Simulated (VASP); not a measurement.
# Mg (I4/mmm) in VASP: a series of runs, part 2 of 2

VASP 6.6.1. Earlier steps stand in the parts before.

### 4 Electric field gradients, LDA (zz strain of +1 %)

Contents of INCAR:

```
SYSTEM = Mg
ALGO     = Normal         ! electronic algorithm
EDIFF    = 1E-8           ! SCF threshold, eV
ENCUT    = 520            ! plane-wave cutoff, eV
GGA      = CA             ! functional
ISIF     = 2              ! what is computed and relaxed
ISMEAR   = -1             ! smearing method
LASPH    = .TRUE.         ! aspherical terms in the spheres
LCHARG   = .FALSE.        ! write CHGCAR
LEFG     = .TRUE.       
LREAL    = .FALSE.        ! projectors in reciprocal space
LWAVE    = .FALSE.        ! write WAVECAR
NBANDS   = 7              ! bands
NELM     = 80             ! most SCF steps
PREC     = Accurate       ! precision mode
SIGMA    = 0.03           ! smearing width, eV
```

Contents of KPOINTS:

```
k-points
0
G
  19 19 19
  0 0 0
```

Contents of POSCAR:

```
Mg
1.0
   -1.4765000000      1.4765000000      1.4912650000
    1.4765000000     -1.4765000000      1.4912650000
    1.4765000000      1.4765000000     -1.4912650000
Mg
1
Direct
    0.0000000000      0.0000000000      0.0000000000
```

Potentials or basis: VASP PAW LDA potentials, release 64 (Mg).

Run with:

```bash
> cat potpaw_LDA.64/Mg/POTCAR > POTCAR
> mpirun -np 1 vasp_std > vasp.out
```

OUTCAR:

```text
SYSTEM = Mg
   EDIFF = 1E-8
   ENCUT = 520
   GGA = CA
   ISIF = 2
   ISMEAR = -1
   LASPH = .TRUE.
   LREAL = .FALSE.
   NELM = 80
   PREC = Accurate

 ion  position               nearest neighbor table
   1  0.000  0.000  0.000-

  LATTYP: Found a body centered tetragonal cell.
 ALAT       =     2.9530000000
 C/A-ratio  =     1.0100000000

  Lattice vectors:

 A1 = (  -1.4765000000,   1.4765000000,   1.4912650000)
 A2 = (   1.4765000000,  -1.4765000000,   1.4912650000)
 A3 = (   1.4765000000,   1.4765000000,  -1.4912650000)

Analysis of symmetry for initial positions (statically):
=====================================================================
 Subroutine PRICEL returns:
 Original cell was already a primitive cell.

 Routine SETGRP: Setting up the symmetry group for a
 body centered tetragonal supercell.

 Subroutine GETGRP returns: Found 16 space group operations
 (whereof 16 operations were pure point group operations)
[... 419 lines left out ...]

 VOLUME and BASIS-vectors are now :
 -----------------------------------------------------------------------------
  energy-cutoff  :      520.00
  volume of cell :       13.00
      direct lattice vectors                 reciprocal lattice vectors
    -1.476500000  1.476500000  1.491265000     0.000000000  0.338638673  0.335285814
     1.476500000 -1.476500000  1.491265000     0.338638673  0.000000000  0.335285814
     1.476500000  1.476500000 -1.491265000     0.338638673  0.338638673  0.000000000

 POSITION                                       TOTAL-FORCE (eV/Angst)
 -----------------------------------------------------------------------------------
      0.00000      0.00000      0.00000        -0.000000     -0.000000      0.000000
 -----------------------------------------------------------------------------------
    total drift:                                0.000000      0.000000     -0.000000

  FREE ENERGIE OF THE ION-ELECTRON SYSTEM (eV)
  ---------------------------------------------------
  free  energy   TOTEN  =        -0.8509148326 eV

  energy  without entropy=       -0.8499434017  energy(sigma->0) =       -0.85042912

 Electric field gradients (V/A^2)
---------------------------------------------------------------------
 ion       V_xx      V_yy      V_zz      V_xy      V_xz      V_yz
---------------------------------------------------------------------
   1      -0.071    -0.071     0.141     0.000     0.000     0.000
---------------------------------------------------------------------

 Electric field gradients after diagonalization (V/A^2)
 (convention: |V_zz| > |V_xx| > |V_yy|)
----------------------------------------------------------------------
 ion       V_xx      V_yy      V_zz     asymmetry (V_yy - V_xx)/ V_zz
----------------------------------------------------------------------
   1      -0.071    -0.071     0.141       0.000
----------------------------------------------------------------------

           NMR quadrupolar parameters

 Cq : quadrupolar parameter    Cq=e*Q*V_zz/h
 eta: asymmetry parameters     (V_yy - V_xx)/ V_zz
 Q  : nuclear electric quadrupole moment in mb (millibarn)
----------------------------------------------------------------------
 ion       Cq(MHz)       eta       Q (mb)
----------------------------------------------------------------------
   1       0.000       0.000       1.000
----------------------------------------------------------------------
```

OSZICAR:

```text
N       E                     dE             d eps       ncg     rms          rms(c)
DAV:   1     0.398658205894E-01    0.39866E-01   -0.93861E+02  8869   0.207E+02
DAV:   2    -0.892787269399E+00   -0.93265E+00   -0.90255E+00 10801   0.148E+01
DAV:   3    -0.894976378141E+00   -0.21891E-02   -0.21882E-02  9170   0.783E-01
DAV:   4    -0.894978855709E+00   -0.24776E-05   -0.24776E-05 11004   0.185E-02
DAV:   5    -0.894978860433E+00   -0.47234E-08   -0.49306E-08  9366   0.488E-04    0.744E-01
DAV:   6    -0.867623834510E+00    0.27355E-01   -0.32005E-04  8652   0.112E-01    0.473E-01
DAV:   7    -0.851075117939E+00    0.16549E-01   -0.76142E-04  8092   0.174E-01    0.195E-02
DAV:   8    -0.850925838586E+00    0.14928E-03   -0.21189E-05  9940   0.283E-02    0.582E-03
DAV:   9    -0.850915306585E+00    0.10532E-04   -0.44649E-06  8617   0.126E-02    0.694E-04
DAV:  10    -0.850914840417E+00    0.46617E-06   -0.73751E-08  8960   0.167E-03    0.113E-04
DAV:  11    -0.850914832593E+00    0.78242E-08   -0.13782E-09  7504   0.244E-04
   1 F= -.85091483E+00 E0= -.85042912E+00  d E =-.971431E-03
```

stdout:

```text
POSCAR found type information on POSCAR Mg
 POSCAR found :  1 types and       1 ions
 scaLAPACK will be used
 LDA part: xc-table for (Slater(with rela. corr.)+CA(PZ))
 , standard interpolation
 POSCAR, INCAR and KPOINTS ok, starting setup
 FFT: planning ... GRIDC
 FFT: planning ... GRID_SOFT
 FFT: planning ... GRID
 WAVECAR not read
 entering main loop
ion   1
```

It took 23 s on 1 thread of Intel Xeon Platinum 8375C at 2.90GHz (Ice Lake), shared host; peak memory 0.16 GiB.

Results:

| Item | Value |
| --- | --- |
| Free energy | -0.8509 eV |
| Pressure | 53.7 GPa |
| Band gap on the k mesh | zero (band 1 reaches 9.71 eV, above the bottom of band 2 at 5.39 eV) |

Levels at points of the mesh, in eV from the Fermi level:
```csv
k point,band 1,band 2,band 3,band 4,band 5,band 6
"(0.00, 0.00, 0.00)",-9.80,17.04,17.04,17.33,19.82,20.15
```

Caveat: the cell differs from its parent crystal (zz strain of +1 %); without QUAD_EFG the Cq values of the log hold for a quadrupole moment of 1 mb, not for the nuclei.
